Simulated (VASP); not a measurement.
# Ga (I4_1/amd) in VASP: single point with r2SCAN

Aim: the single point of Ga with r2SCAN.

Program: VASP 6.6.1. These are calculated values, not measurements. Logs are shortened: lines on timing, memory, paths and dates and some standing lists are left out, and cuts for length are marked.

## 1. The cell of the first run

It takes space group I4_1/amd (No. 141, tetragonal). Conventional cell: a = 5.254 Å, b = 5.254 Å, c = 2.708 Å, α = 90.00°, β = 90.00°, γ = 90.00°. Within 3.6 Å of Ga (site symmetry -4m2) lie 10 Ga at 2.71 to 3.32 Å.

## 2. Single point, r2SCAN

Contents of POSCAR:

```
Ga
1.0
   -2.6268731517      2.6268731517      1.3539444561
    2.6268731517     -2.6268731517      1.3539444561
    2.6268731517      2.6268731517     -1.3539444561
Ga
2
Direct
    0.0000000000      0.0000000000      0.0000000000
    0.7500000000      0.2500000000      0.5000000000
```

Contents of INCAR.step1:

```
PREC = Accurate ; ENCUT = 520
ISMEAR = 0 ; SIGMA = 0.1
LREAL = F ; LASPH = T
NELM = 100 ; NBANDS = 20
GGA = PE ; ALGO = Normal
EDIFF = 1E-4 ; LWAVE = T
LCHARG = F
```

Contents of INCAR.step2:

```
PREC = Accurate ; ENCUT = 520
EDIFF = 1E-6 ; ISMEAR = 0
SIGMA = 0.1 ; LREAL = F
LASPH = T ; NELM = 100
ALGO = Normal ; ISIF = 2
LWAVE = F ; LCHARG = T
METAGGA = R2SCAN ; LMIXTAU = T
LELF = T ; LVHAR = T
NBANDS = 20 ; ISTART = 1
```

Contents of KPOINTS:

```
Automatic mesh
0
Gamma
  22 22 22
```

Potentials or basis: VASP PAW PBE potentials, release 64 (Ga_d).

Launch:

```console
$ cat potpaw_PBE.64/Ga_d/POTCAR > POTCAR
$ cp INCAR.step1 INCAR
$ mpirun -np 1 vasp_std > vasp.out
$ cp INCAR.step2 INCAR
$ mpirun -np 1 vasp_std > vasp.out
```

OUTCAR:

```text
PREC = Accurate
   ENCUT = 520
   EDIFF = 1E-6
   ISMEAR = 0
   LREAL = F
   LASPH = T
   NELM = 100
   ISIF = 2
   METAGGA = R2SCAN
   ISTART = 1

 ion  position               nearest neighbor table
   1  0.000  0.000  0.000-   2 2.71   2 2.71   2 2.71   2 2.71
   2  0.750  0.250  0.500-   1 2.71   1 2.71   1 2.71   1 2.71

  LATTYP: Found a body centered tetragonal cell.
 ALAT       =     5.2537463034
 C/A-ratio  =     0.5154205696

  Lattice vectors:

 A1 = (  -2.6268731517,   2.6268731517,   1.3539444561)
 A2 = (   2.6268731517,  -2.6268731517,   1.3539444561)
 A3 = (   2.6268731517,   2.6268731517,  -1.3539444561)

Analysis of symmetry for initial positions (statically):
=====================================================================
 Subroutine PRICEL returns:
 Original cell was already a primitive cell.

 Routine SETGRP: Setting up the symmetry group for a
 body centered tetragonal supercell.

 Subroutine GETGRP returns: Found 16 space group operations
 (whereof  8 operations were pure point group operations)
 out of a pool of 16 trial point group operations.

The static configuration has the point symmetry D_2d.
 The point group associated with its full space group is D_4h.

Analysis of symmetry for dynamics (positions and initial velocities):
=====================================================================
 Subroutine PRICEL returns:
 Original cell was already a primitive cell.

 Routine SETGRP: Setting up the symmetry group for a
 body centered tetragonal supercell.

 Subroutine GETGRP returns: Found 16 space group operations
 (whereof  8 operations were pure point group operations)
 out of a pool of 16 trial point group operations.

The dynamic configuration has the point symmetry D_2d.
 The point group associated with its full space group is D_4h.

 Subroutine INISYM returns: Found 16 space group operations
 (whereof  8 operations are pure point group operations),
 and found     1 'primitive' translations

----------------------------------------------------------------------------------------

                                     Primitive cell

  volume of cell :      37.3714

  direct lattice vectors                    reciprocal lattice vectors
    -2.626873152  2.626873152  1.353944456     0.000000000  0.190340367  0.369291368
     2.626873152 -2.626873152  1.353944456     0.190340367  0.000000000  0.369291368
     2.626873152  2.626873152 -1.353944456     0.190340367  0.190340367  0.000000000

  length of vectors
     3.953996801  3.953996801  3.953996801     0.415458265  0.415458265  0.269181929

  position of ions in fractional coordinates (direct lattice)
     0.000000000  0.000000000  0.000000000
     0.750000000  0.250000000  0.500000000

  ion indices of the primitive-cell ions
   primitive index   ion index
                 1           1
                 2           2

----------------------------------------------------------------------------------------

 KPOINTS: Automatic mesh

Automatic generation of k-mesh.
 Grid dimensions read from file:
 generate k-points for:   22   22   22

 Generating k-lattice:

  Cartesian coordinates                     Fractional coordinates (reciprocal lattice)
     0.000000000  0.008651835  0.016785971     0.045454545 -0.000000000  0.000000000
     0.008651835  0.000000000  0.016785971    -0.000000000  0.045454545  0.000000000
     0.008651835  0.008651835  0.000000000     0.000000000  0.000000000  0.045454545

  Length of vectors
     0.018884467  0.018884467  0.012235542

  Shift w.r.t. Gamma in fractional coordinates (k-lattice)
     0.000000000  0.000000000  0.000000000

 Subroutine IBZKPT returns following result:
 ===========================================

 Found    834 irreducible k-points:

 Following reciprocal coordinates:
            Coordinates               Weight
  0.000000  0.000000  0.000000      1.000000
  0.045455  0.000000 -0.000000      8.000000
  0.090909  0.000000 -0.000000      8.000000
  0.136364  0.000000 -0.000000      8.000000
  0.181818  0.000000 -0.000000      8.000000
  0.227273  0.000000 -0.000000      8.000000
[... 16 lines left out ...]
  0.500000  0.045455 -0.000000     16.000000
 -0.454545  0.045455  0.000000     16.000000
 [... further k-points ...]
   k-points           NKPTS =    834   k-points in BZ     NKDIM =    834   number of bands    NBANDS=     20
   number of dos      NEDOS =    301   number of ions     NIONS =      2
   total plane-waves  NPLWV =  27000
   dimension x,y,z NGX =    30 NGY =   30 NGZ =   30
   dimension x,y,z NGXF=    60 NGYF=   60 NGZF=   60
   ions per type =               2
   NGX,Y,Z   is equivalent  to a cutoff of  12.61, 12.61, 12.61 a.u.
   NGXF,Y,Z  is equivalent  to a cutoff of  25.23, 25.23, 25.23 a.u.
 SYSTEM =  unknown system
   PREC   = accura    normal or accurate (medium, high low for compatibility)
   ISTART =      1    job   : 0-new  1-cont  2-samecut
   ICHARG =      0    charge: 1-file 2-atom 10-const
   ISPIN  =      1    spin polarized calculation?
   LNONCOLLINEAR =      F non collinear calculations
   LSORBIT =      F    spin-orbit coupling
   LASPH  =      T    aspherical Exc in radial PAW
   ENCUT  =  520.0 eV  38.22 Ry    6.18 a.u.   7.35  7.35  7.35*2*pi/ulx,y,z
   NELM   =    100;   NELMIN=  2; NELMDL=  0     # of ELM steps
   EDIFF  = 0.1E-05   stopping-criterion for ELM
   LREAL  =      F    real-space projection
   EDIFFG = 0.1E-04   stopping-criterion for IOM
   NSW    =      0    number of steps for IOM
   IBRION =     -1    ionic relax: 0-MD 1-quasi-New 2-CG
   NFREE  =      0    steps in history (QN), initial steepest desc. (CG)
   ISIF   =      2    stress and relaxation
   ISYM   =      2    0-nonsym 1-usesym 2-fastsym
   POTIM  = 0.5000    time-step for ionic-motion
   TEBEG  =    0.0;   TEEND  =   0.0 temperature during run
   PSTRESS=    0.0 pullay stress
   NELECT =      26.0000    total number of electrons
   NUPDOWN=      -1.0000    fix difference up-down
   EMIN   =  10.00;   EMAX   =-10.00  energy-range for DOS
   EFERMI =   0.00;   METHOD = LEGACY
   ISMEAR =     0;   SIGMA  =   0.10  broadening in eV -4-tet -1-fermi 0-gaus
   EFERMI_NEDOS =   21; number of points for ismear=-14 and -15
   IALGO  =     38    algorithm
   IMIX   =      4    mixing-type and parameters
     AMIX     =   0.40;   BMIX     =  1.00
     AMIX_MAG =   1.60;   BMIX_MAG =  1.00
  volume/ion in A,a.u.               =      18.69       126.10
  Fermi-wavevector in a.u.,A,eV,Ry     =   1.450618  2.741270 28.630622  2.104291
  Thomas-Fermi vector in A             =   2.568209
   LORBIT       =      0    0 simple, 1 ext, 2 COOP (PROOUT), +10 PAW based schemes
   METAGGA = R2SCAN    functional components
   LHFCALC =     F    Hartree Fock is set to
   AEXX    =    0.0000 exact exchange contribution
   IVDW    =     0    specifies the selected vdW correction
   LEPSILON=     F    determine dielectric tensor
   LRPA    =     F    only Hartree local field effects (RPA)
 non-spin polarized calculation
 Gauss-broadening in eV      SIGMA  =   0.10
  energy-cutoff  :      520.00
  volume of cell :       37.37
 maximum number of plane-waves:      1029
 NGX is ok and might be reduce to    30
   NGX = 15   NGY = 15   NGZ = 15

 number of electron      25.9999977 magnetization

 Free energy of the ion-electron system (eV)
  ---------------------------------------------------
  ext. energy  EPLUGINS =         0.00000000
  ---------------------------------------------------
  free energy    TOTEN  =       -22.60690509 eV

  energy without entropy =      -22.60240053  energy(sigma->0) =      -22.60465281

 E-fermi :   5.3565     XC(G=0): -12.0949

 val. band max:        5.3413365696   @ k =  -0.3182  -0.3182   0.1364
 cond. band min:       5.3569866182   @ k =  -0.0909  -0.0909   0.0909
 fundamental gap:      0.0156500485
 Fermi energy:         5.3565335896

 k-point     1 :       0.0000    0.0000    0.0000
  band No.  band energies     occupation
      1     -10.3032      2.00000
      2     -10.2410      2.00000
      3     -10.2221      2.00000
      4     -10.2056      2.00000
      5      -9.8689      2.00000
      6      -9.8689      2.00000
[... 12 lines left out ...]
     19      18.5346      0.00000
     20      19.2506      0.00000

 k-point     2 :       0.0455    0.0000   -0.0000
  band No.  band energies     occupation
      1     -10.3021      2.00000
      2     -10.2332      2.00000
      3     -10.2109      2.00000
      4     -10.2024      2.00000
      5      -9.8797      2.00000
      6      -9.8795      2.00000
[... 12 lines left out ...]
     19      17.7476      0.00000
     20      19.0370      0.00000

 k-point     3 :       0.0909    0.0000   -0.0000
  band No.  band energies     occupation
      1     -10.2973      2.00000
      2     -10.2106      2.00000
      3     -10.1931      2.00000
      4     -10.1799      2.00000
      5      -9.9011      2.00000
      6      -9.8987      2.00000
[... 12 lines left out ...]
     19      16.5534      0.00000
     20      19.1059      0.00000

 k-point     4 :       0.1364    0.0000   -0.0000
  band No.  band energies     occupation
      1     -10.2876      2.00000
      2     -10.1784      2.00000
      3     -10.1766      2.00000
      4     -10.1342      2.00000
      5      -9.9294      2.00000
      6      -9.9209      2.00000
[... 12 lines left out ...]
     19      15.6601      0.00000
     20      18.7663      0.00000

 k-point     5 :       0.1818    0.0000   -0.0000
  band No.  band energies     occupation
      1     -10.2740      2.00000
      2     -10.1599      2.00000
      3     -10.1372      2.00000
      4     -10.0810      2.00000
      5      -9.9624      2.00000
      6      -9.9397      2.00000
[... 12 lines left out ...]
     19      15.3611      0.00000
     20      17.8925      0.00000
[... 353 lines left out ...]
      6      -9.9953      2.00000
[... 12 lines left out ...]
     19      15.5410      0.00000
     20      18.2308      0.00000

 k-point    22 :       0.4545    0.0455   -0.0000
  band No.  band energies     occupation
      1     -10.2173      2.00000
      2     -10.1687      2.00000
      3     -10.1383      2.00000
      4     -10.0750      2.00000
      5      -9.9994      2.00000
      6      -9.9983      2.00000
[... 12 lines left out ...]
     19      16.2895      0.00000
     20      19.4324      0.00000

 k-point    23 :       0.5000    0.0455   -0.0000
  band No.  band energies     occupation
      1     -10.2136      2.00000
      2     -10.1641      2.00000
      3     -10.1394      2.00000
      4     -10.0750      2.00000
      5      -9.9988      2.00000
      6      -9.9955      2.00000
[... 12 lines left out ...]
     19      16.3535      0.00000
     20      19.4179      0.00000

 k-point    24 :      -0.4545    0.0455    0.0000
  band No.  band energies     occupation
      1     -10.2137      2.00000
      2     -10.1522      2.00000
      3     -10.1234      2.00000
      4     -10.0778      2.00000
      5     -10.0062      2.00000
      6      -9.9869      2.00000
[... 12 lines left out ...]
     19      15.9170      0.00000
     20      18.1290      0.00000

 [... further k-points ...]
[... 5 lines left out ...]
  --------------------------------------------------------------------------------------
  -------------------------------------------------------------------------------------
  Total        0.0117553      0.0117553      0.0205508      0.0000000      0.0000000      0.0000000
  in kB        0.5039712      0.5039712      0.8810508      0.0000000      0.0000000      0.0000000
  external PRESSURE =       0.6296644 kB  Pullay stress =       0.0000000 kB

 VOLUME and BASIS-vectors are now :
 -----------------------------------------------------------------------------
  energy-cutoff  :      520.00
  volume of cell :       37.37
      direct lattice vectors                 reciprocal lattice vectors
    -2.626873152  2.626873152  1.353944456     0.000000000  0.190340367  0.369291368
     2.626873152 -2.626873152  1.353944456     0.190340367  0.000000000  0.369291368
     2.626873152  2.626873152 -1.353944456     0.190340367  0.190340367  0.000000000

 POSITION                                       TOTAL-FORCE (eV/Angst)
 -----------------------------------------------------------------------------------
      0.00000      0.00000      0.00000         0.000000     -0.000000      0.000000
      0.00000      2.62687      0.67697        -0.000000      0.000000     -0.000000
 -----------------------------------------------------------------------------------
    total drift:                                0.000000      0.000000      0.000000

  FREE ENERGIE OF THE ION-ELECTRON SYSTEM (eV)
  ---------------------------------------------------
  free  energy   TOTEN  =       -22.6069050904 eV

  energy  without entropy=      -22.6024005298  energy(sigma->0) =      -22.60465281
```

It took 54 min on 1 thread of Intel Xeon 8259CL, shared host; peak memory 0.57 GiB.

Results:

```
Free energy            : -22.6069 eV
Pressure               : 0.1 GPa
Band gap on the k mesh : zero (bands 13 and 14 overlap by 7.65 eV)
```

Caveat: the PAW data sets were made with another functional, which shifts forces and pressure a little.
